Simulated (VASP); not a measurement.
# MnO (Fm-3m) in VASP: further runs, part 2 of 2

VASP 6.6.1.

## (4) Single point, PBE, collinear spin, ferromagnetic start

INCAR

```
  ALGO = Normal
  EDIFF = 1E-6
  ENCUT = 600
  GGA = PE
  GGA_COMPAT = F
  ISIF = 2
  ISMEAR = -1
  ISPIN = 2
  LASPH = T
  LCHARG = F
  LMAXMIX = 4
  LORBIT = 11
  LREAL = F
  LWAVE = F
  MAGMOM = 4.42 0.24
  NBANDS = 20
  NELM = 200
  PREC = Accurate
  SIGMA = 0.015
```

KPOINTS

```
k-points
0
Gamma
  4 4 4
```

POSCAR

```
MnO
1.0
    0.0000000000      2.2239077028      2.2239077028
    2.2239077028      0.0000000000      2.2239077028
    2.2239077028      2.2239077028      0.0000000000
Mn O
1 1
Direct
    0.0000000000      0.0000000000      0.0000000000
    0.5000000000      0.5000000000      0.5000000000
```

Potentials or basis: VASP PAW PBE potentials, release 64 (Mn_pv, O).

Command:

```sh
cat potpaw_PBE.64/Mn_pv/POTCAR potpaw_PBE.64/O/POTCAR > POTCAR
mpirun -np 1 vasp_std > vasp.out
```

OUTCAR:

```text
EDIFF = 1E-6
   ENCUT = 600
   GGA = PE
   ISIF = 2
   ISMEAR = -1
   ISPIN = 2
   LASPH = T
   LORBIT = 11
   LREAL = F
   NELM = 200
   PREC = Accurate

 ion  position               nearest neighbor table
   1  0.000  0.000  0.000-   2 2.22   2 2.22   2 2.22   2 2.22   2 2.22   2 2.22
   2  0.500  0.500  0.500-   1 2.22   1 2.22   1 2.22   1 2.22   1 2.22   1 2.22

  LATTYP: Found a face centered cubic cell.
 ALAT       =     4.4478154056

  Lattice vectors:

 A1 = (   0.0000000000,   2.2239077028,   2.2239077028)
 A2 = (   2.2239077028,   0.0000000000,   2.2239077028)
 A3 = (   2.2239077028,   2.2239077028,   0.0000000000)

Analysis of symmetry for initial positions (statically):
=====================================================================
 Subroutine PRICEL returns:
 Original cell was already a primitive cell.

 Routine SETGRP: Setting up the symmetry group for a
 face centered cubic supercell.

 Subroutine GETGRP returns: Found 48 space group operations
 (whereof 48 operations were pure point group operations)
 out of a pool of 48 trial point group operations.

The static configuration has the point symmetry O_h .

Analysis of symmetry for dynamics (positions and initial velocities):
=====================================================================
 Subroutine PRICEL returns:
 Original cell was already a primitive cell.

 Routine SETGRP: Setting up the symmetry group for a
 face centered cubic supercell.

 Subroutine GETGRP returns: Found 48 space group operations
 (whereof 48 operations were pure point group operations)
 out of a pool of 48 trial point group operations.

The dynamic configuration has the point symmetry O_h .

Analysis of structural, dynamic, and magnetic symmetry:
=====================================================================
 Subroutine PRICEL returns:
 Original cell was already a primitive cell.

 Routine SETGRP: Setting up the symmetry group for a
 face centered cubic supercell.

 Subroutine GETGRP returns: Found 48 space group operations
 (whereof 48 operations were pure point group operations)
 out of a pool of 48 trial point group operations.

The overall configuration has the point symmetry O_h .

 Subroutine INISYM returns: Found 48 space group operations
 (whereof 48 operations are pure point group operations),
 and found     1 'primitive' translations

----------------------------------------------------------------------------------------

                                     Primitive cell

  volume of cell :      21.9979

  direct lattice vectors                    reciprocal lattice vectors
     0.000000000  2.223907703  2.223907703    -0.224829474  0.224829474  0.224829474
     2.223907703  0.000000000  2.223907703     0.224829474 -0.224829474  0.224829474
     2.223907703  2.223907703  0.000000000     0.224829474  0.224829474 -0.224829474

  length of vectors
     3.145080435  3.145080435  3.145080435     0.389416073  0.389416073  0.389416073

  position of ions in fractional coordinates (direct lattice)
     0.000000000  0.000000000  0.000000000
     0.500000000  0.500000000  0.500000000

  ion indices of the primitive-cell ions
   primitive index   ion index
                 1           1
                 2           2

[... 48 lines left out ...]
   ISPIN  =      2    spin polarized calculation?
   LNONCOLLINEAR =      F non collinear calculations
   LSORBIT =      F    spin-orbit coupling
   LASPH  =      T    aspherical Exc in radial PAW
   ENCUT  =  600.0 eV  44.10 Ry    6.64 a.u.   6.28  6.28  6.28*2*pi/ulx,y,z
   NELM   =    200;   NELMIN=  2; NELMDL= -5     # of ELM steps
   EDIFF  = 0.1E-05   stopping-criterion for ELM
   LREAL  =      F    real-space projection
   EDIFFG = 0.1E-04   stopping-criterion for IOM
   NSW    =      0    number of steps for IOM
   IBRION =     -1    ionic relax: 0-MD 1-quasi-New 2-CG
   NFREE  =      0    steps in history (QN), initial steepest desc. (CG)
   ISIF   =      2    stress and relaxation
   ISYM   =      2    0-nonsym 1-usesym 2-fastsym
   POTIM  = 0.5000    time-step for ionic-motion
   TEBEG  =    0.0;   TEEND  =   0.0 temperature during run
   PSTRESS=    0.0 pullay stress
   NELECT =      19.0000    total number of electrons
   NUPDOWN=      -1.0000    fix difference up-down
   EMIN   =  10.00;   EMAX   =-10.00  energy-range for DOS
   EFERMI =   0.00;   METHOD = LEGACY
   ISMEAR =    -1;   SIGMA  =   0.01  broadening in eV -4-tet -1-fermi 0-gaus
   EFERMI_NEDOS =   21; number of points for ismear=-14 and -15
   IALGO  =     38    algorithm
   IMIX   =      4    mixing-type and parameters
     AMIX     =   0.40;   BMIX     =  1.00
     AMIX_MAG =   1.60;   BMIX_MAG =  1.00
  volume/ion in A,a.u.               =      11.00        74.22
  Fermi-wavevector in a.u.,A,eV,Ry     =   1.559071  2.946217 33.071721  2.430703
  Thomas-Fermi vector in A             =   2.662483
   LORBIT       =     11    0 simple, 1 ext, 2 COOP (PROOUT), +10 PAW based schemes
   GGA     = PE    functional components
   LHFCALC =     F    Hartree Fock is set to
   AEXX    =    0.0000 exact exchange contribution
   IVDW    =     0    specifies the selected vdW correction
   LEPSILON=     F    determine dielectric tensor
   LRPA    =     F    only Hartree local field effects (RPA)
 spin polarized calculation
  energy-cutoff  :      600.00
  volume of cell :       22.00
 maximum number of plane-waves:       754
 NGX is ok and might be reduce to    28
   NGX = 13   NGY = 13   NGZ = 13

 number of electron      18.9999997 magnetization       4.7186653

 Free energy of the ion-electron system (eV)
  ---------------------------------------------------
  ext. energy  EPLUGINS =         0.00000000
  ---------------------------------------------------
  free energy    TOTEN  =       -16.42487348 eV

  energy without entropy =      -16.42296491  energy(sigma->0) =      -16.42391919

 E-fermi :   7.6668     XC(G=0): -11.8620

 val. band max:        7.6470081374   @ k =  -0.2500   0.2500   0.0000
 cond. band min:       7.7063796832   @ k =   0.5000   0.0000   0.0000
 fundamental gap:      0.0593715458
 Fermi energy:         7.6667841790

 spin component 1

 k-point     1 :       0.0000    0.0000    0.0000
  band No.  band energies     occupation
      1     -42.8561      1.00000
      2     -42.8561      1.00000
      3     -42.8561      1.00000
      4     -12.7578      1.00000
      5       3.7567      1.00000
      6       3.7567      1.00000
[... 160 lines left out ...]
      6       1.0990      1.00000
[... 12 lines left out ...]
     19      33.8640      0.00000
     20      34.1010      0.00000
 Fermi energy:         7.6667841790

 spin component 2

 k-point     1 :       0.0000    0.0000    0.0000
  band No.  band energies     occupation
      1     -38.2358      1.00000
      2     -38.2358      1.00000
      3     -38.2358      1.00000
      4     -12.3321      1.00000
      5       4.1268      1.00000
      6       4.1268      1.00000
[... 173 lines left out ...]
     19      35.0855      0.00000
     20      35.3231      0.00000

------------------------ aborting loop because EDIFF is reached ----------------------------------------

  FORCE on cell =-STRESS in cart. coord.  units (eV):
  Direction    XX          YY          ZZ          XY          YZ          ZX
  --------------------------------------------------------------------------------------
  -------------------------------------------------------------------------------------
  Total       -0.2232688     -0.2232688     -0.2232688     -0.0000000      0.0000000      0.0000000
  in kB      -16.2614169    -16.2614169    -16.2614169     -0.0000000      0.0000000      0.0000000
  external PRESSURE =     -16.2614169 kB  Pullay stress =       0.0000000 kB

 VOLUME and BASIS-vectors are now :
 -----------------------------------------------------------------------------
  energy-cutoff  :      600.00
  volume of cell :       22.00
      direct lattice vectors                 reciprocal lattice vectors
     0.000000000  2.223907703  2.223907703    -0.224829474  0.224829474  0.224829474
     2.223907703  0.000000000  2.223907703     0.224829474 -0.224829474  0.224829474
     2.223907703  2.223907703  0.000000000     0.224829474  0.224829474 -0.224829474

 POSITION                                       TOTAL-FORCE (eV/Angst)
 -----------------------------------------------------------------------------------
      0.00000      0.00000      0.00000         0.000000     -0.000000      0.000000
      2.22391      2.22391      2.22391        -0.000000      0.000000     -0.000000
 -----------------------------------------------------------------------------------
    total drift:                                0.000000      0.000000      0.000000

  FREE ENERGIE OF THE ION-ELECTRON SYSTEM (eV)
  ---------------------------------------------------
  free  energy   TOTEN  =       -16.4248734836 eV

  energy  without entropy=      -16.4229649064  energy(sigma->0) =      -16.42391919

 total charge

# of ion       s       p       d       tot
------------------------------------------
    1        0.204   6.174   4.976  11.354
    2        1.559   3.410   0.000   4.969
--------------------------------------------------
tot          1.763   9.584   4.976  16.323

 magnetization (x)

# of ion       s       p       d       tot
------------------------------------------
    1        0.037   0.025   4.230   4.292
    2        0.032   0.162   0.000   0.193
--------------------------------------------------
tot          0.069   0.186   4.230   4.485
```

OSZICAR:

```text
N       E                     dE             d eps       ncg     rms          rms(c)
DAV:   1     0.178388733924E+03    0.17839E+03   -0.11525E+04   640   0.123E+03
DAV:   2    -0.939464133036E+01   -0.18778E+03   -0.17314E+03   648   0.339E+02
DAV:   3    -0.186936239926E+02   -0.92990E+01   -0.92241E+01   728   0.814E+01
DAV:   4    -0.187622386398E+02   -0.68615E-01   -0.68597E-01   728   0.721E+00
DAV:   5    -0.187628609608E+02   -0.62232E-03   -0.62231E-03   716   0.669E-01    0.137E+01
DAV:   6    -0.167503471938E+02    0.20125E+01   -0.93842E+00   820   0.342E+01    0.126E+01
DAV:   7    -0.164303767375E+02    0.31997E+00   -0.14219E+00   744   0.166E+01    0.778E+00
DAV:   8    -0.164341052559E+02   -0.37285E-02   -0.12472E-01   704   0.263E+00    0.458E+00
DAV:   9    -0.164228046603E+02    0.11301E-01   -0.44072E-02   660   0.211E+00    0.120E+00
DAV:  10    -0.164240141910E+02   -0.12095E-02   -0.91842E-03   672   0.105E+00    0.388E-01
DAV:  11    -0.164247798789E+02   -0.76569E-03   -0.11916E-03   700   0.358E-01    0.128E-01
DAV:  12    -0.164248562586E+02   -0.76380E-04   -0.90332E-05   724   0.106E-01    0.409E-02
DAV:  13    -0.164248694498E+02   -0.13191E-04   -0.13656E-05   692   0.293E-02    0.230E-02
DAV:  14    -0.164248734459E+02   -0.39961E-05   -0.30510E-06   700   0.138E-02    0.500E-03
DAV:  15    -0.164248734836E+02   -0.37704E-07   -0.19180E-07   352   0.344E-03
   1 F= -.16424873E+02 E0= -.16423919E+02  d E =-.190858E-02  mag=     4.7187
```

stdout:

```text
POSCAR found type information on POSCAR MnO
 POSCAR found :  2 types and       2 ions
 scaLAPACK will be used
 LDA part: xc-table for (Slater+PW92), standard interpolation
 POSCAR, INCAR and KPOINTS ok, starting setup
 FFT: planning ... GRIDC
 FFT: planning ... GRID_SOFT
 FFT: planning ... GRID
 WAVECAR not read
 entering main loop
```

Wall time 16 s (1 thread of Intel Xeon Platinum 8488C (Sapphire Rapids), shared host); peak memory 0.17 GiB.

What came out:

```
Free energy                                           : -16.4249 eV
Pressure                                              : -1.6 GPa
Net moment                                            : 4.72 μB per cell
Site moments                                          : Mn +4.29; O +0.19 μB
Valence electrons inside the program's atomic spheres : Mn 11.35; O 4.97
```

Caveat: the k points lie up to 0.61 Å⁻¹ apart; a cell with one magnetic atom can't hold antiferromagnetic order, which such compounds often take; semilocal functionals often make such compounds metallic where correlation or magnetic order opens a gap, which also shifts bond lengths. With open d or f shells a metallic result of PBE can be an artefact of self-interaction; +U or a hybrid may open a gap.

## (5) Single point, PBE+D3(BJ), collinear spin, ferromagnetic start

INCAR

```
PREC = Accurate
ENCUT = 600
EDIFF = 1E-6
ISMEAR = 0
SIGMA = 0.1
LREAL = F
LASPH = T
NELM = 200
ALGO = Normal
ISIF = 2
LWAVE = F
LCHARG = T
ISPIN = 2
MAGMOM = 4.42 0.24
LORBIT = 11
LMAXMIX = 4
GGA = PE
IVDW = 12
LELF = T
LVHAR = T
NBANDS = 20
GGA_COMPAT = F
```

KPOINTS

```
regular mesh
0
Gamma
  4 4 4
```

POSCAR is that of step 4.

Command:

```sh
cat potpaw_PBE.64/Mn_pv/POTCAR potpaw_PBE.64/O/POTCAR > POTCAR
mpirun -np 1 vasp_std > vasp.out
```

Wall time 16 s (1 thread of Intel Xeon Platinum 8488C (Sapphire Rapids), shared host); peak memory 0.18 GiB.

It converged, with:

- Free energy: -17.0049 eV
- Pressure: 270.4 GPa
- Net moment: 4.72 μB per cell
- Site moments: Mn +4.29; O +0.19 μB
- Valence electrons inside the program's atomic spheres: Mn 11.35; O 4.97
- Dispersion energy per atom: -0.288 eV

Levels at points of the mesh, in eV from the Fermi level:
Spin up:
```tsv
k point	band 10	band 11	band 12	band 13	band 14	band 15
(0.00, 0.00, 0.00)	-3.37	-2.84	-2.84	-0.68	13.82	16.18
(0.50, 0.00, 0.00)	-2.04	0.04	0.04	3.33	7.56	11.73
(0.50, 0.50, 0.00)	-2.20	-2.20	-2.08	4.87	7.65	10.25
```
Spin down:
```csv
k point,band 5,band 6,band 7,band 8,band 9,band 10
"(0.00, 0.00, 0.00)",-3.54,-3.54,-3.54,0.56,0.56,0.56
"(0.50, 0.00, 0.00)",-7.53,-5.02,-5.02,1.73,1.77,1.77
"(0.50, 0.50, 0.00)",-6.58,-4.51,-4.51,-1.00,1.76,1.96
```

Caveat: the k points lie up to 0.61 Å⁻¹ apart; a cell with one magnetic atom can't hold antiferromagnetic order, which such compounds often take; semilocal functionals often make such compounds metallic where correlation or magnetic order opens a gap, which also shifts bond lengths; pairwise dispersion overbinds metals, which lowers pressure and volume.

## (6) Relaxation of volume and atoms at fixed shape, PBE

INCAR

```
ALGO = Normal ; EDIFF = 1E-7
EDIFFG = -0.04 ; ENCUT = 600
GGA = PE ; GGA_COMPAT = False
IBRION = 2 ; ISIF = 8
ISMEAR = 0 ; LASPH = True
LCHARG = False ; LREAL = False
LWAVE = False ; NELECT = 18.75
NELM = 120 ; NELMIN = 4
NSW = 25 ; PREC = Accurate
SIGMA = 0.1
```

KPOINTS

```
k-points
0
Gamma
  4 4 4
```

POSCAR is that of step 5.

Potentials or basis: VASP PAW PBE potentials, release 64 (Mn_pv, O).

Command:

```sh
cat potpaw_PBE.64/Mn_pv/POTCAR potpaw_PBE.64/O/POTCAR > POTCAR
mpirun -np 1 vasp_std > vasp.out
```

Run time: 32 s. Hardware: 1 thread of Intel Xeon Platinum 8488C (Sapphire Rapids), shared host; peak memory 0.15 GiB.

The run converged. Its results:

* Free energy: -17.7461 eV
* Relaxed volume: 7.55 Å³/atom
* Relaxed cell: a = 2.775 Å, b = 2.775 Å, c = 2.775 Å, α = 60.00°, β = 60.00°, γ = 60.00°
* Space group after relaxing (to 0.05 Å): Fm-3m (No. 225)
* Energy gained by relaxing: 880.4 meV/atom
* Ionic steps: 7

The path:
```tsv
step	energy change (eV)	largest force (eV/Å)	pressure (GPa)	volume (Å³)
1	0.0000	0.0000	-57.48	22.00
2	-0.3477	0.0000	166.81	11.67
3	-1.7560	0.0000	-5.99	15.37
4	-1.7604	0.0000	-1.85	15.19
5	-1.7608	0.0000	1.00	15.07
6	-1.7607	0.0000	-1.27	15.16
7	-1.7609	0.0000	0.00	15.11
```

Final structure:
```
Mn O
1.0
     0.00000    1.96216    1.96216
     1.96216    0.00000    1.96216
     1.96216    1.96216    0.00000
Mn O
1 1
Direct
  0.00000 0.00000 0.00000
  0.50000 0.50000 0.50000
```

Levels at points of the mesh, in eV from the Fermi level:
```tsv
k point	band 6	band 7	band 8	band 9	band 10	band 11	band 12	band 13
(0.00, 0.00, 0.00)	-5.00	-5.00	-2.08	-2.08	-2.08	-1.16	-1.16	3.18
(0.50, 0.00, 0.00)	-7.92	-7.92	-0.27	-0.27	0.14	2.99	2.99	5.89
(0.50, 0.50, 0.00)	-6.27	-6.27	-4.15	-0.31	0.31	0.31	0.91	9.97
```

Caveat: the k points lie up to 0.69 Å⁻¹ apart in the final cell; the cell carries a net charge on a neutralising background, which shifts energy and pressure; the cell is charged against a uniform background, so pressure and absolute levels hang on convention; the volume moved by over 15 % at a fixed basis, so the end points are rough; an odd number of electrons without spin polarisation forces a metal; a magnetic or distorted state may lie lower; the run has no spin polarisation, though such a crystal can be magnetic; semilocal functionals often make such compounds metallic where correlation or magnetic order opens a gap, which also shifts bond lengths.
